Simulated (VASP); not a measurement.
# PdCl4 (P4mm) in VASP: relaxation of cell and atoms with PBE

Aim: the relaxation of cell and atoms of PdCl4 with PBE.

All numbers are computed with VASP 6.6.1; they aren't measurements. Logs are shortened: lines on timing, memory, paths and dates and some standing lists are left out, and cuts for length are marked.

## Step 1: The cell of the first run

Symmetry: P4mm, No. 99, tetragonal system. The conventional cell has a = 4.923 Å, b = 4.923 Å, c = 6.280 Å, α = 90.00°, β = 90.00°, γ = 90.00°. Pd (site symmetry 4mm) has 4 Cl at 2.32 Å within 3.1 Å. Within 3.0 Å of Cl (site symmetry m) lie 4 Cl at 2.24 to 2.68 Å and 1 Pd at 2.32 Å.

The cell was generated, and may not be a known phase.

## Step 2: Relaxation of cell and atoms, PBE

File INCAR:

```
SYSTEM = PdCl4
PREC = Accurate
ENCUT = 600
EDIFF = 1E-7
ISMEAR = 0
SIGMA = 0.15
LREAL = .False.
LASPH = .True.
NELM = 60
ALGO = Normal
ISIF = 3
LWAVE = .False.
LCHARG = .False.
GGA = PE
IBRION = 2
NSW = 36
EDIFFG = -0.08
```

File KPOINTS:

```
regular mesh
0
Gamma
  3 3 2
  0 0 0
```

File POSCAR:

```
PdCl4
1.0
    4.9230898500      0.0000000000      0.0000000000
    0.0000000000      4.9230898500      0.0000000000
    0.0000000000      0.0000000000      6.2804170900
Pd Cl
1 4
Direct
    0.5000000000      0.5000000000      0.9429370900
    0.7722303800      0.7722303800      0.1569071200
    0.2277696200      0.2277696200      0.1569071200
    0.2277696200      0.7722303800      0.1569071200
    0.7722303800      0.2277696200      0.1569071200
```

Potentials or basis: VASP PAW PBE potentials, release 64 (Pd, Cl).

Started as:

```
$ cat potpaw_PBE.64/Pd/POTCAR potpaw_PBE.64/Cl/POTCAR > POTCAR
$ mpirun -np 1 vasp_std > vasp.out
```

OUTCAR:

```text
SYSTEM = PdCl4
   PREC = Accurate
   ENCUT = 600
   EDIFF = 1E-7
   ISMEAR = 0
   LREAL = .False.
   LASPH = .True.
   NELM = 60
   ISIF = 3
   GGA = PE
   IBRION = 2
   NSW = 36
   EDIFFG = -0.08

 ion  position               nearest neighbor table
   1  0.500  0.500  0.943-   2 2.32   3 2.32   4 2.32   5 2.32
   2  0.772  0.772  0.157-   4 2.24   5 2.24   1 2.32
   3  0.228  0.228  0.157-   4 2.24   5 2.24   1 2.32
   4  0.228  0.772  0.157-   2 2.24   3 2.24   1 2.32
   5  0.772  0.228  0.157-   2 2.24   3 2.24   1 2.32

  LATTYP: Found a simple tetragonal cell.
 ALAT       =     4.9230898500
 C/A-ratio  =     1.2757063717

  Lattice vectors:

 A1 = (   4.9230898500,   0.0000000000,   0.0000000000)
 A2 = (   0.0000000000,   4.9230898500,   0.0000000000)
 A3 = (   0.0000000000,   0.0000000000,   6.2804170900)

Analysis of symmetry for initial positions (statically):
=====================================================================
 Subroutine PRICEL returns:
 Original cell was already a primitive cell.

 Routine SETGRP: Setting up the symmetry group for a
 simple tetragonal supercell.

 Subroutine GETGRP returns: Found  8 space group operations
 (whereof  8 operations were pure point group operations)
 out of a pool of 16 trial point group operations.

The static configuration has the point symmetry C_4v.

Analysis of symmetry for dynamics (positions and initial velocities):
=====================================================================
 Subroutine PRICEL returns:
 Original cell was already a primitive cell.

 Routine SETGRP: Setting up the symmetry group for a
 simple tetragonal supercell.

 Subroutine GETGRP returns: Found  8 space group operations
 (whereof  8 operations were pure point group operations)
 out of a pool of 16 trial point group operations.

The dynamic configuration has the point symmetry C_4v.

 Subroutine INISYM returns: Found  8 space group operations
 (whereof  8 operations are pure point group operations),
 and found     1 'primitive' translations

----------------------------------------------------------------------------------------

                                     Primitive cell

  volume of cell :     152.2173

  direct lattice vectors                    reciprocal lattice vectors
     4.923089850  0.000000000  0.000000000     0.203124467  0.000000000  0.000000000
     0.000000000  4.923089850  0.000000000     0.000000000  0.203124467  0.000000000
     0.000000000  0.000000000  6.280417090     0.000000000  0.000000000  0.159225094

  length of vectors
     4.923089850  4.923089850  6.280417090     0.203124467  0.203124467  0.159225094

  position of ions in fractional coordinates (direct lattice)
     0.500000000  0.500000000  0.942937090
     0.772230380  0.772230380  0.156907120
     0.227769620  0.227769620  0.156907120
     0.227769620  0.772230380  0.156907120
     0.772230380  0.227769620  0.156907120

  ion indices of the primitive-cell ions
   primitive index   ion index
                 1           1
                 2           2
                 3           3
                 4           4
                 5           5

----------------------------------------------------------------------------------------

 KPOINTS: regular mesh

Automatic generation of k-mesh.
 Grid dimensions read from file:
 generate k-points for:    3    3    2

 Generating k-lattice:

  Cartesian coordinates                     Fractional coordinates (reciprocal lattice)
     0.067708156  0.000000000  0.000000000     0.333333333  0.000000000  0.000000000
     0.000000000  0.067708156  0.000000000     0.000000000  0.333333333  0.000000000
     0.000000000  0.000000000  0.079612547     0.000000000  0.000000000  0.500000000

  Length of vectors
     0.067708156  0.067708156  0.079612547

  Shift w.r.t. Gamma in fractional coordinates (k-lattice)
     0.000000000  0.000000000  0.000000000

 Subroutine IBZKPT returns following result:
 ===========================================

 Found      6 irreducible k-points:

 Following reciprocal coordinates:
            Coordinates               Weight
  0.000000  0.000000  0.000000      1.000000
  0.333333  0.000000  0.000000      4.000000
  0.333333  0.333333  0.000000      4.000000
  0.000000  0.000000  0.500000      1.000000
  0.333333  0.000000  0.500000      4.000000
  0.333333  0.333333  0.500000      4.000000
   k-points           NKPTS =      6   k-points in BZ     NKDIM =      6   number of bands    NBANDS=     23
   number of dos      NEDOS =    301   number of ions     NIONS =      5
   total plane-waves  NPLWV =  80000
   dimension x,y,z NGX =    40 NGY =   40 NGZ =   50
   dimension x,y,z NGXF=    80 NGYF=   80 NGZF=  100
   ions per type =               1   4
   NGX,Y,Z   is equivalent  to a cutoff of  13.51, 13.51, 13.24 a.u.
   NGXF,Y,Z  is equivalent  to a cutoff of  27.01, 27.01, 26.47 a.u.
 SYSTEM =  PdCl4
   PREC   = accura    normal or accurate (medium, high low for compatibility)
   ISTART =      0    job   : 0-new  1-cont  2-samecut
   ICHARG =      2    charge: 1-file 2-atom 10-const
   ISPIN  =      1    spin polarized calculation?
   LNONCOLLINEAR =      F non collinear calculations
   LSORBIT =      F    spin-orbit coupling
   LASPH  =      T    aspherical Exc in radial PAW
   ENCUT  =  600.0 eV  44.10 Ry    6.64 a.u.   9.83  9.83 12.54*2*pi/ulx,y,z
   NELM   =     60;   NELMIN=  2; NELMDL= -5     # of ELM steps
   EDIFF  = 0.1E-06   stopping-criterion for ELM
   LREAL  =      F    real-space projection
   EDIFFG = -.8E-01   stopping-criterion for IOM
   NSW    =     36    number of steps for IOM
   IBRION =      2    ionic relax: 0-MD 1-quasi-New 2-CG
   NFREE  =      1    steps in history (QN), initial steepest desc. (CG)
   ISIF   =      3    stress and relaxation
   ISYM   =      2    0-nonsym 1-usesym 2-fastsym
   POTIM  = 0.5000    time-step for ionic-motion
   TEBEG  =    0.0;   TEEND  =   0.0 temperature during run
   PSTRESS=    0.0 pullay stress
   NELECT =      38.0000    total number of electrons
   NUPDOWN=      -1.0000    fix difference up-down
   EMIN   =  10.00;   EMAX   =-10.00  energy-range for DOS
   EFERMI =   0.00;   METHOD = LEGACY
   ISMEAR =     0;   SIGMA  =   0.15  broadening in eV -4-tet -1-fermi 0-gaus
   EFERMI_NEDOS =   21; number of points for ismear=-14 and -15
   IALGO  =     38    algorithm
   IMIX   =      4    mixing-type and parameters
     AMIX     =   0.40;   BMIX     =  1.00
     AMIX_MAG =   1.60;   BMIX_MAG =  1.00
  volume/ion in A,a.u.               =      30.44       205.44
  Fermi-wavevector in a.u.,A,eV,Ry     =   1.030816  1.947961 14.457315  1.062583
  Thomas-Fermi vector in A             =   2.164934
   LORBIT       =      0    0 simple, 1 ext, 2 COOP (PROOUT), +10 PAW based schemes
   GGA     = PE    functional components
   LHFCALC =     F    Hartree Fock is set to
   AEXX    =    0.0000 exact exchange contribution
   IVDW    =     0    specifies the selected vdW correction
   LEPSILON=     F    determine dielectric tensor
   LRPA    =     F    only Hartree local field effects (RPA)
 conjugate gradient relaxation of ions
 non-spin polarized calculation
 Gauss-broadening in eV      SIGMA  =   0.15
  energy-cutoff  :      600.00
  volume of cell :      152.22
 maximum number of plane-waves:      5096
 NGX is ok and might be reduce to    40
   NGX = 19   NGY = 19   NGZ = 25

--------------------------------------- Ionic step        1  -------------------------------------------

 number of electron      38.0000002 magnetization

 Free energy of the ion-electron system (eV)
  ---------------------------------------------------
  ext. energy  EPLUGINS =         0.00000000
  ---------------------------------------------------
  free energy    TOTEN  =        -7.20247857 eV

  energy without entropy =       -7.14582815  energy(sigma->0) =       -7.17415336

 E-fermi :   2.0886     XC(G=0):  -7.0907

 val. band max:        1.7629827867   @ k =   0.0000   0.0000   0.5000
 cond. band min:       2.1265833914   @ k =   0.3333   0.3333   0.0000
 fundamental gap:      0.3636006047
 Fermi energy:         2.0885874677

 k-point     1 :       0.0000    0.0000    0.0000
  band No.  band energies     occupation
      1     -17.5097      2.00000
      2     -14.6232      2.00000
      3     -14.6232      2.00000
      4     -11.7238      2.00000
      5      -7.5030      2.00000
      6      -7.0396      2.00000
[... 255 lines left out ...]
  FREE ENERGIE OF THE ION-ELECTRON SYSTEM (eV)
  ---------------------------------------------------
  free  energy   TOTEN  =       -10.6892906863 eV

  energy  without entropy=      -10.6304774497  energy(sigma->0) =      -10.65988407

[... ionic steps 4 to 16 ...]

--------------------------------------- Ionic step       17  -------------------------------------------

 number of electron      37.9999977 magnetization

------------------------ aborting loop because EDIFF is reached ----------------------------------------

  FORCE on cell =-STRESS in cart. coord.  units (eV):
  Direction    XX          YY          ZZ          XY          YZ          ZX
  --------------------------------------------------------------------------------------
  -------------------------------------------------------------------------------------
  Total       -0.0800802     -0.0800802     -0.1351833      0.0000000      0.0000000     -0.0000000
  in kB       -0.6313602     -0.6313602     -1.0657990      0.0000000      0.0000000     -0.0000000
  external PRESSURE =      -0.7761731 kB  Pullay stress =       0.0000000 kB
[... 63 lines left out ...]
  energy  without entropy=      -12.6671423306  energy(sigma->0) =      -12.74464626

--------------------------------------- Ionic step       19  -------------------------------------------

 number of electron      37.9999984 magnetization

 Free energy of the ion-electron system (eV)
  ---------------------------------------------------
  ext. energy  EPLUGINS =         0.00000000
  ---------------------------------------------------
  free energy    TOTEN  =       -12.83330109 eV

  energy without entropy =      -12.68626041  energy(sigma->0) =      -12.75978075

 E-fermi :  -2.3776     XC(G=0):  -6.4603

 val. band max:       -2.4198638063   @ k =   0.0000   0.0000   0.0000
 cond. band min:      -2.3105933274   @ k =   0.3333   0.0000   0.0000
 fundamental gap:      0.1092704790
 Fermi energy:        -2.3776094749

 k-point     1 :       0.0000    0.0000    0.0000
  band No.  band energies     occupation
      1     -16.5322      2.00000
      2     -15.8566      2.00000
      3     -15.8566      2.00000
      4     -15.7274      2.00000
      5      -6.8687      2.00000
      6      -6.7046      2.00000
[... 177 lines left out ...]
  FREE ENERGIE OF THE ION-ELECTRON SYSTEM (eV)
  ---------------------------------------------------
  free  energy   TOTEN  =       -12.8333010927 eV

  energy  without entropy=      -12.6862604065  energy(sigma->0) =      -12.75978075

 reached required accuracy - stopping structural energy minimisation
```

Run time: 14 min. Hardware: 1 thread of Intel Xeon 8259CL, shared host; peak memory 0.28 GiB.

What came out:

```
Free energy                           : -12.8333 eV
Relaxed volume                        : 39.46 Å³/atom
Relaxed cell                          : a = 6.470 Å, b = 6.470 Å, c = 4.713 Å, α = 90.00°, β = 90.00°, γ = 90.00°
Space group after relaxing (to 0.1 Å) : P4/mmm (No. 123)
Energy gained by relaxing             : 1126.2 meV/atom
Ionic steps                           : 19
Pressure after relaxing               : -0.1 GPa
Largest force after relaxing          : 0.078 eV/Å
Band gap on the k mesh                : zero (filled and empty bands overlap)
```

Forces on the atoms (eV/Å):
```
Pd   0.000  0.000  0.019
Cl   0.055  0.055 -0.005
Cl  -0.055 -0.055 -0.005
Cl  -0.055  0.055 -0.005
Cl   0.055 -0.055 -0.005
```

The path:
| step | energy change (eV) | largest force (eV/Å) | pressure (GPa) | volume (Å³) |
| --- | --- | --- | --- | --- |
| 1 | 0.0000 | 2.7220 | 17.62 | 152.22 |
| 2 | -3.1957 | 3.0514 | -2.93 | 235.68 |
| 3 | -3.4868 | 2.3825 | -0.63 | 205.48 |
| 4 | -3.4891 | 2.4875 | -1.01 | 208.72 |
| 5 | -3.9966 | 2.4917 | -0.50 | 205.86 |
| 6 | -4.8527 | 1.4120 | 3.51 | 195.76 |
| 7 | -5.0733 | 1.1575 | 2.63 | 199.13 |
| 8 | -5.4623 | 0.6713 | 0.09 | 208.54 |
| 9 | -5.5031 | 0.7301 | -0.95 | 212.39 |
| 10 | -5.5029 | 0.7289 | -0.86 | 212.06 |
| 11 | -5.5298 | 0.6218 | -0.80 | 211.34 |
| 12 | -5.5819 | 0.3421 | -0.79 | 209.09 |
| 13 | -5.5441 | 0.4535 | -1.49 | 204.11 |
| 14 | -5.5910 | 0.2256 | -0.91 | 207.77 |
| 15 | -5.6088 | 0.2034 | 0.15 | 202.94 |
| 16 | -5.6100 | 0.1478 | -0.07 | 203.88 |
| 17 | -5.6126 | 0.1345 | -0.08 | 203.22 |
| 18 | -5.6197 | 0.1028 | -0.09 | 201.23 |
| 19 | -5.6308 | 0.0781 | -0.11 | 197.30 |

Final structure:
```cif
data_structure
_symmetry_space_group_name_H-M 'P 1'
_symmetry_Int_Tables_number 1
_cell_length_a 6.4702
_cell_length_b 6.4702
_cell_length_c 4.7129
_cell_angle_alpha 90.000
_cell_angle_beta 90.000
_cell_angle_gamma 90.000
_cell_volume 197.30
loop_
_atom_site_label
_atom_site_type_symbol
_atom_site_fract_x
_atom_site_fract_y
_atom_site_fract_z
_atom_site_occupancy
Pd1 Pd 0.50000 0.50000 0.11240 1
Cl1 Cl 0.74669 0.74669 0.11454 1
Cl2 Cl 0.25331 0.25331 0.11454 1
Cl3 Cl 0.25331 0.74669 0.11454 1
Cl4 Cl 0.74669 0.25331 0.11454 1
```

Caveat: the k points lie up to 0.67 Å⁻¹ apart in the final cell; the volume moved by over 15 % at a fixed basis, so the end points are rough; this functional lacks dispersion, which binds layers or chains, so the pressure and a relaxed spacing across them are unreliable; the relaxation stopped at a loose force limit of 0.08 eV/Å, so its end isn't a converged minimum.

The gap in the log of VASP goes by the Fermi energy; the results here count the filled bands.